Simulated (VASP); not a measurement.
# Al (Im-3m) in VASP: further runs

Runs on Al. Level: LDA. Tasks: single point.

Program: VASP 6.6.1. These are calculated values, not measurements. Logs are shortened: lines on timing, memory, paths and dates and some standing lists are left out, and cuts for length are marked.

### Step 1. The cell of the first run

It takes space group Im-3m (No. 229, cubic). The conventional cell has a = 3.002 Å, b = 3.002 Å, c = 3.002 Å, α = 90.00°, β = 90.00°, γ = 90.00°. Within 3.4 Å of Al (site symmetry m-3m) lie 14 Al at 2.60 to 3.00 Å.

### Step 2. Single point, LDA

The input, INCAR:

```
  ALGO = Normal
  EDIFF = 1E-7
  ENCUT = 520
  GGA = CA
  ISIF = 2
  ISMEAR = 1
  LASPH = T
  LCHARG = F
  LREAL = F
  LWAVE = F
  NBANDS = 8
  NELM = 60
  PREC = Accurate
  SIGMA = 0.15
```

The input, KPOINTS:

```
k-points
0
Gamma
  13 13 13
```

The input, POSCAR:

```
Al
1.0
   -1.5010581138      1.5010581138      1.5010581138
    1.5010581138     -1.5010581138      1.5010581138
    1.5010581138      1.5010581138     -1.5010581138
Al
1
Direct
    0.0000000000      0.0000000000      0.0000000000
```

Potentials or basis: VASP PAW LDA potentials, release 64 (Al).

Launch:

```console
$ cat potpaw_LDA.64/Al/POTCAR > POTCAR
$ mpirun -np 1 vasp_std > vasp.out
```

OUTCAR:

```text
EDIFF = 1E-7
   ENCUT = 520
   GGA = CA
   ISIF = 2
   ISMEAR = 1
   LASPH = T
   LREAL = F
   NELM = 60
   PREC = Accurate

 ion  position               nearest neighbor table
   1  0.000  0.000  0.000-

  LATTYP: Found a body centered cubic cell.
 ALAT       =     3.0021162276

  Lattice vectors:

 A1 = (  -1.5010581138,   1.5010581138,   1.5010581138)
 A2 = (   1.5010581138,  -1.5010581138,   1.5010581138)
 A3 = (   1.5010581138,   1.5010581138,  -1.5010581138)

Analysis of symmetry for initial positions (statically):
=====================================================================
 Subroutine PRICEL returns:
 Original cell was already a primitive cell.

 Routine SETGRP: Setting up the symmetry group for a
 body centered cubic supercell.

 Subroutine GETGRP returns: Found 48 space group operations
 (whereof 48 operations were pure point group operations)
 out of a pool of 48 trial point group operations.

The static configuration has the point symmetry O_h .

Analysis of symmetry for dynamics (positions and initial velocities):
=====================================================================
 Subroutine PRICEL returns:
 Original cell was already a primitive cell.

 Routine SETGRP: Setting up the symmetry group for a
 body centered cubic supercell.

 Subroutine GETGRP returns: Found 48 space group operations
 (whereof 48 operations were pure point group operations)
 out of a pool of 48 trial point group operations.

The dynamic configuration has the point symmetry O_h .

 Subroutine INISYM returns: Found 48 space group operations
 (whereof 48 operations are pure point group operations),
 and found     1 'primitive' translations

----------------------------------------------------------------------------------------

                                     Primitive cell

  volume of cell :      13.5286

  direct lattice vectors                    reciprocal lattice vectors
    -1.501058114  1.501058114  1.501058114     0.000000000  0.333098363  0.333098363
     1.501058114 -1.501058114  1.501058114     0.333098363  0.000000000  0.333098363
     1.501058114  1.501058114 -1.501058114     0.333098363  0.333098363  0.000000000

  length of vectors
     2.599908918  2.599908918  2.599908918     0.471072222  0.471072222  0.471072222

  position of ions in fractional coordinates (direct lattice)
     0.000000000  0.000000000  0.000000000

  ion indices of the primitive-cell ions
   primitive index   ion index
[... 75 lines left out ...]
   EDIFFG = 0.1E-05   stopping-criterion for IOM
   NSW    =      0    number of steps for IOM
   IBRION =     -1    ionic relax: 0-MD 1-quasi-New 2-CG
   NFREE  =      0    steps in history (QN), initial steepest desc. (CG)
   ISIF   =      2    stress and relaxation
   ISYM   =      2    0-nonsym 1-usesym 2-fastsym
   POTIM  = 0.5000    time-step for ionic-motion
   TEBEG  =    0.0;   TEEND  =   0.0 temperature during run
   PSTRESS=    0.0 pullay stress
   NELECT =       3.0000    total number of electrons
   NUPDOWN=      -1.0000    fix difference up-down
   EMIN   =  10.00;   EMAX   =-10.00  energy-range for DOS
   EFERMI =   0.00;   METHOD = LEGACY
   ISMEAR =     1;   SIGMA  =   0.15  broadening in eV -4-tet -1-fermi 0-gaus
   EFERMI_NEDOS =   21; number of points for ismear=-14 and -15
   IALGO  =     38    algorithm
   IMIX   =      4    mixing-type and parameters
     AMIX     =   0.40;   BMIX     =  1.00
     AMIX_MAG =   1.60;   BMIX_MAG =  1.00
  volume/ion in A,a.u.               =      13.53        91.30
  Fermi-wavevector in a.u.,A,eV,Ry     =   0.990903  1.872535 13.359404  0.981888
  Thomas-Fermi vector in A             =   2.122606
   LORBIT       =      0    0 simple, 1 ext, 2 COOP (PROOUT), +10 PAW based schemes
   GGA     = CA    functional components
   LHFCALC =     F    Hartree Fock is set to
   AEXX    =    0.0000 exact exchange contribution
   IVDW    =     0    specifies the selected vdW correction
   LEPSILON=     F    determine dielectric tensor
   LRPA    =     F    only Hartree local field effects (RPA)
 non-spin polarized calculation
 Methfessel and Paxton  Order N= 1 SIGMA  =   0.15
  energy-cutoff  :      520.00
  volume of cell :       13.53
 maximum number of plane-waves:       373
   NGX =  9   NGY =  9   NGZ =  9

 number of electron       3.0000000 magnetization

 Free energy of the ion-electron system (eV)
  ---------------------------------------------------
  ext. energy  EPLUGINS =         0.00000000
  ---------------------------------------------------
  free energy    TOTEN  =        -3.95119535 eV

  energy without entropy =       -3.95063650  energy(sigma->0) =       -3.95100906

 E-fermi :  10.1012     XC(G=0): -11.1042

 val. band max:       10.0869227804   @ k =  -0.3846   0.3846   0.1538
 cond. band min:      10.1132982269   @ k =  -0.3846  -0.3846   0.0769
 fundamental gap:      0.0263754465
 Fermi energy:        10.1012361423

 k-point     1 :       0.0000    0.0000    0.0000
  band No.  band energies     occupation
      1      -2.5176      2.00000
      2      24.4607      0.00000
      3      24.4607      0.00000
      4      24.4607      0.00000
      5      27.6191      0.00000
      6      27.6191      0.00000
      7      27.6191      0.00000
      8      27.9167      0.00000
[... 243 lines left out ...]
 k-point    24 :       0.2308    0.0769    0.0769
  band No.  band energies     occupation
      1       0.9163      2.00000
      2      12.6927     -0.00000
      3      16.7191      0.00000
      4      18.1296      0.00000
      5      26.2257      0.00000
      6      26.9123      0.00000
      7      30.8933      0.00000
      8      31.2149      0.00000

 [... further k-points ...]

------------------------ aborting loop because EDIFF is reached ----------------------------------------

  FORCE on cell =-STRESS in cart. coord.  units (eV):
  Direction    XX          YY          ZZ          XY          YZ          ZX
  --------------------------------------------------------------------------------------
  -------------------------------------------------------------------------------------
  Total        1.7104170      1.7104170      1.7104170     -0.0000000     -0.0000000     -0.0000000
  in kB      202.5629804    202.5629804    202.5629804     -0.0000000     -0.0000000     -0.0000000
  external PRESSURE =     202.5629804 kB  Pullay stress =       0.0000000 kB

 VOLUME and BASIS-vectors are now :
 -----------------------------------------------------------------------------
  energy-cutoff  :      520.00
  volume of cell :       13.53
      direct lattice vectors                 reciprocal lattice vectors
    -1.501058114  1.501058114  1.501058114     0.000000000  0.333098363  0.333098363
     1.501058114 -1.501058114  1.501058114     0.333098363  0.000000000  0.333098363
     1.501058114  1.501058114 -1.501058114     0.333098363  0.333098363  0.000000000

 POSITION                                       TOTAL-FORCE (eV/Angst)
 -----------------------------------------------------------------------------------
      0.00000      0.00000      0.00000         0.000000     -0.000000     -0.000000
 -----------------------------------------------------------------------------------
    total drift:                                0.000000     -0.000000     -0.000000

  FREE ENERGIE OF THE ION-ELECTRON SYSTEM (eV)
  ---------------------------------------------------
  free  energy   TOTEN  =        -3.9511953474 eV

  energy  without entropy=       -3.9506364958  energy(sigma->0) =       -3.95100906
```

OSZICAR:

```text
N       E                     dE             d eps       ncg     rms          rms(c)
DAV:   1    -0.233210650829E+01   -0.23321E+01   -0.96822E+02  1368   0.217E+02
DAV:   2    -0.398343014926E+01   -0.16513E+01   -0.15617E+01  1928   0.212E+01
DAV:   3    -0.399018390529E+01   -0.67538E-02   -0.67543E-02  1624   0.147E+00
DAV:   4    -0.399019403712E+01   -0.10132E-04   -0.10133E-04  2040   0.535E-02
DAV:   5    -0.399019405329E+01   -0.16172E-07   -0.15829E-07  1696   0.130E-03    0.175E+00
DAV:   6    -0.396636273334E+01    0.23831E-01   -0.21502E-03  1472   0.182E-01    0.958E-01
DAV:   7    -0.395123423253E+01    0.15129E-01   -0.54435E-03  1552   0.287E-01    0.201E-01
DAV:   8    -0.395119551279E+01    0.38720E-04   -0.31255E-05  1848   0.325E-02    0.165E-02
DAV:   9    -0.395119534094E+01    0.17185E-06   -0.16467E-07  1600   0.235E-03    0.877E-04
DAV:  10    -0.395119534741E+01   -0.64614E-08   -0.18620E-09  1552   0.274E-04
   1 F= -.39511953E+01 E0= -.39510091E+01  d E =-.558852E-03
```

It took 3 s on 1 thread of AMD EPYC 9R45 (Zen 5), shared host; peak memory 0.08 GiB.

What came out:

| Quantity | Value |
| --- | --- |
| Free energy | -3.9512 eV |
| Pressure | 20.3 GPa |

### Step 3. Single point, LDA

This run uses another cell than the first one, of 14.56 Å³/atom, 1.076 times its volume.

The input, INCAR:

```
SYSTEM = Al
PREC = Accurate ; ENCUT = 520
EDIFF = 1E-7 ; ISMEAR = 1
SIGMA = 0.15 ; LREAL = .FALSE.
LASPH = .TRUE. ; NELM = 100
ALGO = Normal ; ISIF = 2
LWAVE = .FALSE. ; LCHARG = .FALSE.
GGA = CA ; NBANDS = 8
```

The input, KPOINTS:

```
Automatic mesh
0
G
  13 13 13
  0 0 0
```

The input, POSCAR:

```
Al
1.0
   -1.5381028795      1.5381028795      1.5381028795
    1.5381028795     -1.5381028795      1.5381028795
    1.5381028795      1.5381028795     -1.5381028795
Al
1
Direct
    0.0000000000      0.0000000000      0.0000000000
```

Potentials or basis: VASP PAW LDA potentials, release 64 (Al).

Launch:

```console
$ cat potpaw_LDA.64/Al/POTCAR > POTCAR
$ mpirun -np 1 vasp_std > vasp.out
```

Wall time 3 s (1 thread of AMD EPYC 9R45 (Zen 5), shared host); peak memory 0.08 GiB.

The run converged. Its results:

```
Free energy : -4.0471 eV
Pressure    : 10.2 GPa
```

Levels at points of the mesh, in eV from the Fermi level:
| k point | band 1 | band 2 | band 3 | band 4 | band 5 |
| --- | --- | --- | --- | --- | --- |
| (0.00, 0.00, 0.00) | -12.04 | 13.92 | 13.92 | 13.92 | 16.31 |

### Step 4. Single point, LDA

This run uses another cell than the first one, of 15.24 Å³/atom, 1.127 times its volume.

The input, INCAR:

```
SYSTEM = Al
ALGO     = Normal         ! electronic algorithm
EDIFF    = 1E-7           ! SCF threshold, eV
ENCUT    = 520            ! plane-wave cutoff, eV
ISIF     = 2              ! what is computed and relaxed
ISMEAR   = 1              ! smearing method
LASPH    = .TRUE.         ! aspherical terms in the spheres
LCHARG   = .FALSE.        ! write CHGCAR
LREAL    = .FALSE.        ! projectors in reciprocal space
LWAVE    = .FALSE.        ! write WAVECAR
NBANDS   = 8              ! bands
NELM     = 80             ! most SCF steps
PREC     = Accurate       ! precision mode
SIGMA    = 0.15           ! smearing width, eV
```

The input, KPOINTS:

```
k-points
0
G
  13 13 13
  0 0 0
```

The input, POSCAR:

```
Al
1.0
   -1.5619244793      1.5619244793      1.5619244793
    1.5619244793     -1.5619244793      1.5619244793
    1.5619244793      1.5619244793     -1.5619244793
Al
1
Direct
    0.0000000000      0.0000000000      0.0000000000
```

Launch:

```console
$ cat potpaw_LDA.64/Al/POTCAR > POTCAR
$ mpirun -np 1 vasp_std > vasp.out
```

Wall time 3.1 s (1 thread of AMD EPYC 9R45 (Zen 5), shared host); peak memory 0.08 GiB.

It converged, with:

```yaml
Free_energy: -4.0796 eV
Pressure: 5.1 GPa
```

Levels at points of the mesh, in eV from the Fermi level:
| k point | band 1 | band 2 | band 3 | band 4 | band 5 | band 6 |
| --- | --- | --- | --- | --- | --- | --- |
| (0.00, 0.00, 0.00) | -11.68 | 13.65 | 13.65 | 13.65 | 15.59 | 15.59 |

### Step 5. The runs side by side

```tsv
cell	gap on the mesh (eV)	pressure (GPa)
a = 2.600 Å, angles 109.5°, 1 atom	none	20.3
a = 2.664 Å, angles 109.5°, 1 atom	none	10.2
a = 2.705 Å, angles 109.5°, 1 atom	none	5.1
```

Alike in all rows: task single point; level LDA; potentials or basis VASP PAW LDA potentials, release 64 (Al); no spin polarisation; k mesh 13 × 13 × 13; cutoff (eV) 520; smearing methfessel-paxton 0.15 eV.

Absolute energies hang on the potentials; compare differences alone.
